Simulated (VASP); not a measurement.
La5O, 6 atoms in the cell. Symmetry: F-43m, No. 216, cubic system. Conventional cell: a = 9.237 Å, b = 9.237 Å, c = 9.237 Å, α = 90.00°, β = 90.00°, γ = 90.00°. La (site symmetry 3m) has 9 La at 3.20 to 3.82 Å and 3 O at 3.84 Å within 4.2 Å. Within 5.0 Å of La (site symmetry -43m) lie 12 La at 3.82 Å and 4 O at 4.00 Å. O (site symmetry -43m) has 16 La at 3.84 to 4.00 Å within 5.0 Å. 

| Item | Value |
| --- | --- |
| Program | VASP 6.6.1 |
| Task | single point |
| Functional | PBE |
| Potentials or basis | VASP PAW PBE potentials, release 64 (La, O) |
| Cutoff | 520 eV |
| k mesh | 8 × 8 × 8 |
| Occupations | gaussian, width 0.1 eV |
| Spin | no spin polarisation |
| Dipole correction | no |
| k mesh for the DOS | 12 × 12 × 12 |
| Occupations for the DOS | tetrahedron |
| Further INCAR settings | ALGO = Normal; EDIFF = 1e-06; NBANDS = 40 |

Potentials or basis: VASP PAW PBE potentials, release 64 (La, O).

Run with:

```sh
$ cat potpaw_PBE.64/La/POTCAR potpaw_PBE.64/O/POTCAR > POTCAR
$ cp INCAR.step1 INCAR
$ cp KPOINTS.step1 KPOINTS
$ mpirun -np 1 vasp_std > vasp.out
$ cp INCAR.step2 INCAR
$ cp KPOINTS.step2 KPOINTS
$ mpirun -np 1 vasp_std > vasp.out
```

Hardware: 1 thread of Intel(R) Xeon(R) 6975P-C (Granite Rapids) (shared host).

Problem. How long does it take, and how much memory?

Solution. Run time: 12 min on 1 thread of Intel(R) Xeon(R) 6975P-C (Granite Rapids) (shared host), peak memory 0.66 GiB. Counts: k points 72.
